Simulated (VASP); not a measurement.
Wanted: the native input for a VASP 6.6.1 run.

- Task: single point
- Functional: PBE
- Potentials or basis: VASP PAW PBE potentials, release 64 (Si, Sn_d)
- Cutoff: 520 eV
- k mesh: 2 × 2 × 2
- Occupations: fermi-dirac, width 0.19 eV
- Spin: no spin polarisation
- Dipole correction: no
- Further INCAR settings: LREAL = Auto; ALGO = Normal; EDIFF = 1e-06; NBANDS = 66

The structure of Si3Sn lies in POSCAR:

```
Si3Sn
1.0
    8.1046610000      0.0000000000      0.0000000000
    0.0000000000      8.1046610000      0.0000000000
    0.0000000000      0.0000000000      5.7695380000
Si Sn
12 4
Direct
    0.2473376740      0.0079784953      0.7878450580
    0.2004967265      0.2580042521     -0.0168384366
   -0.0342918723      0.2540265410      0.2283817179
    0.2362198740      0.4928429456      0.7511315464
    0.2287678658      0.7522080196      0.0001495787
   -0.0197459215      0.7680772829      0.2070429209
    0.7369749333     -0.0018205573      0.8458509156
    0.7203016881      0.2373771093      0.0318401577
    0.4607736215      0.2209403947      0.1792067233
    0.7570447425      0.4852153594      0.8193694192
    0.6979626909      0.7520405850      0.0700463365
    0.4569638385      0.7377910069      0.2677465683
   -0.0168942291      0.0022875725      0.4870785148
   -0.0148090093      0.5116707534      0.4713867904
    0.5208818728      0.0133805720      0.5123580086
    0.5106993371      0.4576277774      0.4752898759
```

These files were run (other wordings do the same):

INCAR

```
PREC = Accurate ; ENCUT = 520
EDIFF = 1E-6 ; ISMEAR = -1
SIGMA = 0.19 ; LREAL = Auto
LASPH = True ; NELM = 80
ALGO = Normal ; ISIF = 2
LWAVE = False ; LCHARG = True
GGA = PE ; LELF = True
LVHAR = True ; NBANDS = 66
```

KPOINTS

```
Automatic mesh
0
Gamma
  2 2 2
```

Potentials or basis: VASP PAW PBE potentials, release 64 (Si, Sn_d).

Launch:

```sh
$ cat potpaw_PBE.64/Si/POTCAR potpaw_PBE.64/Sn_d/POTCAR > POTCAR
$ mpirun -np 1 vasp_std > vasp.out
```

Results of the run:

| Quantity | Value |
| --- | --- |
| Pressure | 0.5 GPa |
| Largest force | 2.422 eV/Å |

Caveat: the k points lie up to 0.54 Å⁻¹ apart; forces of over 1 eV/Å act on the atoms, so gaps and moduli don't describe the material at rest.

It took 4.5 min on 1 thread of Intel Xeon 6975P-C, with other jobs on the host, peak memory 0.46 GiB.
